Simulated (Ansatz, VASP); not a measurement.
**H3CCl: VASP beside Ansatz**

```xyz
30
Lattice="8.2031 0.0000 0.0000 0.0000 8.2031 0.0000 0.0000 0.0000 8.2031" Properties=species:S:1:pos:R:3 pbc="T T T"
C     1.8537    3.6312    2.8680
C     2.3615    6.9741    7.2706
C     3.5768    7.5361    2.3254
C     6.2708    3.4238    4.3945
C     6.7157    7.3550    1.1988
C     3.7796    2.2545    6.7743
Cl    1.6636    3.5574    4.6374
Cl    4.1460    7.0335    7.1646
Cl    4.6465    7.4872    3.7696
Cl    6.5761    3.8168    6.1185
Cl    6.3505    9.0937    1.0116
Cl    3.2717    2.8827    8.3625
H     2.4828    4.4911    2.6191
H     2.3277    2.7061    2.5228
H     0.8593    3.7331    2.4243
H     2.0976    6.3426    8.1270
H     1.9687    7.9910    7.4096
H     1.9811    6.5322    6.3452
H     3.6806    8.5061    1.8199
H     3.8561    6.7467    1.6147
H     2.5648    7.3712    2.6963
H     6.2241    4.3733    3.8517
H     7.1047    2.8118    4.0426
H     5.3268    2.8712    4.2843
H     7.1624    7.2111    2.1840
H     5.7843    6.7870    1.1393
H     7.3705    7.0468    0.3874
H     4.8001    1.8878    6.8690
H     3.1024    1.4541    6.4793
H     3.7288    3.0805    6.0669
```

Alike in both runs: functional PBE; dispersion D3(BJ); k mesh 1 × 1 × 1; occupations fermi-dirac, width 0.05 eV; no spin polarisation.

Ansatz relaxed the structure, and its values are those at the end. VASP's run is a single point on that final structure, the one shown.

```csv
,VASP,Ansatz
version,VASP 6.6.1,Ansatz 0.2.0
potentials or method,"VASP PAW PBE potentials, release 64 (C, Cl, H), cutoff 520 eV","scalar-relativistic, plane waves, PAW"
valence electrons in the cell,84,84
```

```csv
,VASP,Ansatz,Ansatz less VASP
rms of the force components (eV/Å),0.082,0.080,-0.0021
```
